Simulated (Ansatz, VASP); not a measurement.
## BaTiO3: VASP beside Ansatz

```
Ba Ti O
1.0
     3.99327    0.00000    0.00000
     0.00000    3.99327    0.00000
     0.00000    0.00000    3.99327
Ba Ti O
1 1 3
Direct
  0.50000 0.50000 0.50000
  0.00000 0.00000 0.00000
  0.50000 0.00000 0.00000
  0.00000 0.50000 0.00000
  0.00000 0.00000 0.50000
```

Alike in both runs: functional revPBE; dispersion D3(BJ); k mesh 6 × 6 × 6; occupations fermi-dirac, width 0.02 eV; no spin polarisation.

Ansatz relaxed the structure, and its values are those at the end. VASP's run is a single point on that final structure, the one shown.

|  | VASP | Ansatz |
| --- | --- | --- |
| version | VASP 6.6.1 | Ansatz 0.2.0 |
| potentials or method | VASP PAW PBE potentials, release 64 (Ba_sv, Ti_sv, O_h), cutoff 1340 eV | plane waves, PAW |
| valence electrons in the cell | 40 | 40 |

|  | VASP | Ansatz | Ansatz less VASP |
| --- | --- | --- | --- |
| pressure (GPa) | 1.7 | 0.0 | -1.64 |

VASP's potentials were made for PBE, not for revPBE.

Neither program's run includes spin-orbit coupling.
